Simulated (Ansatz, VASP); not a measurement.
## One calculation of VMo3S8, two programs

```
V Mo S
1.0
     3.18459    0.00000    0.00000
    -1.59229    2.75793    0.00000
     0.00000    0.00000   27.74604
V Mo S
1 3 8
Direct
  0.66667 0.33333 0.50000
  0.66667 0.33333 0.00000
  0.33333 0.66667 0.25182
  0.33333 0.66667 0.74818
  0.66667 0.33333 0.19551
  0.66667 0.33333 0.69186
  0.33333 0.66667 0.05631
  0.33333 0.66667 0.55359
  0.66667 0.33333 0.30814
  0.66667 0.33333 0.80449
  0.33333 0.66667 0.94369
  0.33333 0.66667 0.44641
```

Alike in both runs: functional PBE; k mesh 6 × 6 × 1; occupations gaussian, width 0.1 eV; collinear spin.

Ansatz relaxed the structure, and its values are those at the end. VASP's run is a single point on that final structure, the one shown.

```csv
,VASP,Ansatz
version,VASP 6.6.1,Ansatz 0.2.0
potentials or method,"VASP PAW PBE potentials, release 64 (V_sv, Mo_sv, S), cutoff 520 eV","scalar-relativistic, plane waves, PAW"
valence electrons in the cell,103,103
```

```tsv
	VASP	Ansatz	Ansatz less VASP
gap on the k mesh at the Fermi level (eV)	none	none	-
pressure (GPa)	0.0	0.1	+0.10
rms of the force components (eV/Å)	0.006	0.002	-0.0040
net moment per atom (μB)	0.08	0.08	0.000
size of the moment on the site where the two differ most (μB)	0.88	0.78	-0.099
```

Site moments also hang on the region over which each program counts them. A gap of «none» marks a metal or a gap that the smearing closes. With one functional, cell and mesh, what is left measures potentials, basis and numerics.

The k mesh is coarse, so the values compare programs but aren't converged.
